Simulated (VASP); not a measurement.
# YPtC2N2 (P-1) in VASP: single point with PBE

Aim: the single point of YPtC2N2 with PBE.

Everything below comes from runs of VASP 6.6.1. Logs are shortened: lines on timing, memory, paths and dates and some standing lists are left out, and cuts for length are marked.

## Step 1: The cell of the first run

The typed cell holds 6 atoms: a = 5.747 Å, b = 3.623 Å, c = 5.840 Å, α = 72.24°, β = 108.05°, γ = 72.37°.

## Step 2: Single point, PBE

Input file INCAR:

```
SYSTEM = YPtC2N2
  PREC = Accurate
  ENCUT = 700
  EDIFF = 1E-6
  ISMEAR = 0
  SIGMA = 0.1
  LREAL = .False.
  LASPH = .True.
  NELM = 120
  ALGO = Normal
  ISIF = 2
  LWAVE = .False.
  LCHARG = .True.
  GGA = PE
  LELF = .True.
  LVHAR = .True.
  NBANDS = 32
  GGA_COMPAT = .False.
```

Input file KPOINTS:

```
Automatic mesh
0
Gamma
  4 4 2
  0 0 0
```

Input file POSCAR:

```
YPtC2N2
1.0
    5.6641097277     -0.6586275548     -0.7130533046
    1.5062744316      3.2937145724      0.0823202799
   -0.9062348670      2.2412248512      5.3159156512
Y Pt C N
1 1 2 2
Direct
    0.5000000000      0.5000000000      0.5000000000
    0.0000000000      0.0000000000      0.0000000000
    0.2009283531      1.0018158836      0.7924966149
    0.7990716469     -0.0018158836      0.2075033851
    0.3268477473      1.0028116242      0.6620290319
    0.6731522527     -0.0028116242      0.3379709681
```

Potentials or basis: VASP PAW PBE potentials, release 64 (Y_sv, Pt_sv_GW, C, N).

The run is started by

```sh
$ cat potpaw_PBE.64/Y_sv/POTCAR potpaw_PBE.64/Pt_sv_GW/POTCAR potpaw_PBE.64/C/POTCAR potpaw_PBE.64/N/POTCAR > POTCAR
$ mpirun -np 1 vasp_std > vasp.out
```

OUTCAR:

```text
SYSTEM = YPtC2N2
   PREC = Accurate
   ENCUT = 700
   EDIFF = 1E-6
   ISMEAR = 0
   LREAL = .False.
   LASPH = .True.
   NELM = 120
   ISIF = 2
   GGA = PE

 ion  position               nearest neighbor table
   1  0.500  0.500  0.500-   5 2.40   6 2.40   6 2.40   5 2.40   2 2.91   2 2.91
   2  0.000  0.000  0.000-   3 1.92   4 1.92   1 2.91   1 2.91
   3  0.201  0.002  0.792-   5 1.20   2 1.92
   4  0.799  0.998  0.208-   6 1.20   2 1.92
   5  0.327  0.003  0.662-   3 1.20   1 2.40   1 2.40
   6  0.673  0.997  0.338-   4 1.20   1 2.40   1 2.40

  LATTYP: Found a triclinic cell.
 ALAT       =    11.3065867275
 B/A-ratio  =     0.5152282032
 C/A-ratio  =     1.0503159361
 COS(alpha) =     0.0028344888
 COS(beta)  =     0.6256542230
 COS(gamma) =     0.7715525223

  Lattice vectors:

 A1 = (  -3.8516399937,  -3.8238221476,  -9.9187779978)
 A2 = (  -3.2516004291,   1.7111172760,  -4.5205420667)
 A3 = (   3.5577957315,  -9.4872815508,  -6.1936095156)

Analysis of symmetry for initial positions (statically):
=====================================================================
 Subroutine PRICEL returns:
 Original cell was already a primitive cell.

 Routine SETGRP: Setting up the symmetry group for a
 triclinic supercell.

 Subroutine GETGRP returns: Found  2 space group operations
 (whereof  2 operations were pure point group operations)
 out of a pool of  2 trial point group operations.

The static configuration has the point symmetry S_2 .

Analysis of symmetry for dynamics (positions and initial velocities):
=====================================================================
 Subroutine PRICEL returns:
 Original cell was already a primitive cell.

 Routine SETGRP: Setting up the symmetry group for a
 triclinic supercell.

 Subroutine GETGRP returns: Found  2 space group operations
 (whereof  2 operations were pure point group operations)
 out of a pool of  2 trial point group operations.

The dynamic configuration has the point symmetry S_2 .

 Subroutine INISYM returns: Found  2 space group operations
 (whereof  2 operations are pure point group operations),
 and found     1 'primitive' translations

----------------------------------------------------------------------------------------

                                     Primitive cell
[... 87 lines left out ...]
   ICHARG =      2    charge: 1-file 2-atom 10-const
   ISPIN  =      1    spin polarized calculation?
   LNONCOLLINEAR =      F non collinear calculations
   LSORBIT =      F    spin-orbit coupling
   LASPH  =      T    aspherical Exc in radial PAW
   ENCUT  =  700.0 eV  51.45 Ry    7.17 a.u.  12.40  7.82 12.60*2*pi/ulx,y,z
   NELM   =    120;   NELMIN=  2; NELMDL= -5     # of ELM steps
   EDIFF  = 0.1E-05   stopping-criterion for ELM
   LREAL  =      F    real-space projection
[... 7 lines left out ...]
   TEBEG  =    0.0;   TEEND  =   0.0 temperature during run
   PSTRESS=    0.0 pullay stress
   NELECT =      47.0000    total number of electrons
   NUPDOWN=      -1.0000    fix difference up-down
   EMIN   =  10.00;   EMAX   =-10.00  energy-range for DOS
   EFERMI =   0.00;   METHOD = LEGACY
   ISMEAR =     0;   SIGMA  =   0.10  broadening in eV -4-tet -1-fermi 0-gaus
   EFERMI_NEDOS =   21; number of points for ismear=-14 and -15
   IALGO  =     38    algorithm
   IMIX   =      4    mixing-type and parameters
     AMIX     =   0.40;   BMIX     =  1.00
     AMIX_MAG =   1.60;   BMIX_MAG =  1.00
  volume/ion in A,a.u.               =      16.49       111.25
  Fermi-wavevector in a.u.,A,eV,Ry     =   1.277474  2.414076 22.203900  1.631941
  Thomas-Fermi vector in A             =   2.410072
   LORBIT       =      0    0 simple, 1 ext, 2 COOP (PROOUT), +10 PAW based schemes
   GGA     = PE    functional components
   LHFCALC =     F    Hartree Fock is set to
   AEXX    =    0.0000 exact exchange contribution
   IVDW    =     0    specifies the selected vdW correction
   LEPSILON=     F    determine dielectric tensor
   LRPA    =     F    only Hartree local field effects (RPA)
 non-spin polarized calculation
 Gauss-broadening in eV      SIGMA  =   0.10
  energy-cutoff  :      700.00
  volume of cell :       98.92
 maximum number of plane-waves:      4171
 NGX is ok and might be reduce to    50
   NGX = 25   NGY = 15   NGZ = 25

 number of electron      47.0000000 magnetization

 Free energy of the ion-electron system (eV)
  ---------------------------------------------------
  ext. energy  EPLUGINS =         0.00000000
  ---------------------------------------------------
  free energy    TOTEN  =       -49.87800914 eV

  energy without entropy =      -49.87026983  energy(sigma->0) =      -49.87413949

 E-fermi :   3.6245     XC(G=0):  -9.7124

 val. band max:        3.5642580039   @ k =   0.0000   0.0000   0.0000
 cond. band min:       4.1801622154   @ k =   0.2500   0.2500  -0.0000
 fundamental gap:      0.6159042115
 Fermi energy:         3.6244866923

 k-point     1 :       0.0000    0.0000    0.0000
  band No.  band energies     occupation
      1     -95.0827      2.00000
      2     -49.7623      2.00000
      3     -49.1265      2.00000
      4     -48.7701      2.00000
      5     -39.7872      2.00000
      6     -19.9836      2.00000
[... 689 lines left out ...]
     31       8.0651      0.00000
     32       9.7521      0.00000

------------------------ aborting loop because EDIFF is reached ----------------------------------------

  FORCE on cell =-STRESS in cart. coord.  units (eV):
  Direction    XX          YY          ZZ          XY          YZ          ZX
  --------------------------------------------------------------------------------------
  -------------------------------------------------------------------------------------
  Total        0.2303262     -0.1023364     -0.0049024     -0.1434370      0.0844897     -0.2495456
  in kB        3.7306801     -1.6575821     -0.0794056     -2.3233038      1.3685114     -4.0419848
  external PRESSURE =       0.6645641 kB  Pullay stress =       0.0000000 kB

 VOLUME and BASIS-vectors are now :
 -----------------------------------------------------------------------------
  energy-cutoff  :      700.00
  volume of cell :       98.92
      direct lattice vectors                 reciprocal lattice vectors
     5.664109728 -0.658627555 -0.713053305     0.175144963 -0.081704099  0.064304958
     1.506274432  3.293714572  0.082320280     0.019239546  0.297866720 -0.122302683
    -0.906234867  2.241224851  5.315915651     0.023195231 -0.015572077  0.198633862

 POSITION                                       TOTAL-FORCE (eV/Angst)
 -----------------------------------------------------------------------------------
      3.13207      2.43816      2.34259        -0.000000     -0.000000      0.000000
      0.00000      0.00000      0.00000         0.000000      0.000000      0.000000
      0.42263      1.64981      4.06972        -0.171103      0.078085      0.156199
      5.84152      3.22650      0.61546         0.171103     -0.078085     -0.156199
      1.25558      1.27775      3.28646         0.146554     -0.078123     -0.169663
      5.00857      3.59857      1.39872        -0.146554      0.078123      0.169663
 -----------------------------------------------------------------------------------
    total drift:                               -0.000000      0.000000      0.000000

  FREE ENERGIE OF THE ION-ELECTRON SYSTEM (eV)
  ---------------------------------------------------
  free  energy   TOTEN  =       -49.8780091386 eV

  energy  without entropy=      -49.8702698325  energy(sigma->0) =      -49.87413949
```

It took 1.7 min on 1 thread of Intel Xeon Platinum 8259CL at 2.50GHz (Skylake/Cascade Lake), shared host; peak memory 0.36 GiB.

What came out:

- Free energy: -49.8780 eV
- Pressure: 0.1 GPa
- Largest force: 0.244 eV/Å
- Band gap on the k mesh: zero (an odd number of electrons rules out a gap without spin polarisation)

Forces in eV/Å, atoms in the order of the input:
```
Y    0.000  0.000  0.000
Pt   0.000  0.000  0.000
C   -0.171  0.078  0.156
C    0.171 -0.078 -0.156
N    0.147 -0.078 -0.170
N   -0.147  0.078  0.170
```

Levels at points of the mesh, in eV from the Fermi level:
```
           k point  band 21  band 22  band 23  band 24  band 25  band 26  band 27  band 28
(0.00, 0.00, 0.00)    -2.93    -2.82    -2.41    -0.06     1.40     2.38     2.45     2.92
(0.50, 0.00, 0.00)    -2.72    -2.67    -2.23    -0.46     1.03     1.32     2.19     3.02
(0.00, 0.50, 0.00)    -2.85    -2.74    -0.89    -0.73     0.59     1.95     2.20     3.56
(0.50, 0.50, 0.00)    -3.39    -2.58    -0.81     0.65     1.64     1.81     2.70     2.78
(0.00, 0.00, 0.50)    -2.73    -2.62    -2.23    -0.43     1.08     1.39     2.33     3.01
(0.50, 0.00, 0.50)    -3.19    -2.91    -2.40     1.44     2.27     2.45     2.65     2.89
(0.00, 0.50, 0.50)    -3.39    -2.57    -0.81     0.63     1.69     1.80     2.73     2.75
(0.50, 0.50, 0.50)    -2.86    -2.72    -0.89    -0.73     0.72     1.88     2.24     3.58
```

Caveat: the k points lie up to 0.57 Å⁻¹ apart, too coarse for converged energies and pressures of a metal; spin-orbit coupling is left out, which moves the levels of the heavy elements; an odd number of electrons without spin polarisation forces a metal; a magnetic or distorted state may lie lower.

The gap in the log of VASP goes by the Fermi energy; the results here count the filled bands.